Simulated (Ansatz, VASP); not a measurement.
**BaMgSbF: VASP beside Ansatz**

```
CELL_PARAMETERS angstrom
4.56256 0.00000 0.00000
0.00000 4.56256 0.00000
0.00000 0.00000 9.76479
ATOMIC_POSITIONS crystal
Ba 0.50000 0.00000 0.14231
Ba 0.00000 0.50000 0.85769
Sb 0.50000 0.00000 0.67800
Sb 0.00000 0.50000 0.32200
Mg 0.50000 0.50000 0.50000
Mg 0.00000 0.00000 0.50000
F 0.50000 0.50000 0.00000
F 0.00000 0.00000 0.00000
```

Alike in both runs: functional PBE; dispersion D3(BJ); k mesh 6 × 6 × 4; occupations gaussian, width 0.02 eV; no spin polarisation.

Ansatz relaxed the structure, and its values are those at the end. VASP's run is a single point on that final structure, the one shown.

```csv
,VASP,Ansatz
version,VASP 6.6.1,Ansatz 0.2.0
potentials or method,"VASP PAW PBE potentials, release 64 (Ba_sv, Sb, Mg, F), cutoff 520 eV","scalar-relativistic, plane waves, PAW"
valence electrons in the cell,48,84
```

```tsv
	VASP	Ansatz	Ansatz less VASP
gap on the k mesh at the Fermi level (eV)	1.20	1.23	+0.028
least direct gap on the mesh (eV)	1.20	1.23	+0.028
pressure (GPa)	0.5	0.0	-0.51
rms of the force components (eV/Å)	0.032	0.000	-0.0320
```

VASP's potentials hold 48 valence electrons a cell and Ansatz's 84, so a difference there can come from the potentials and not from the codes.

Spin-orbit coupling is off throughout.
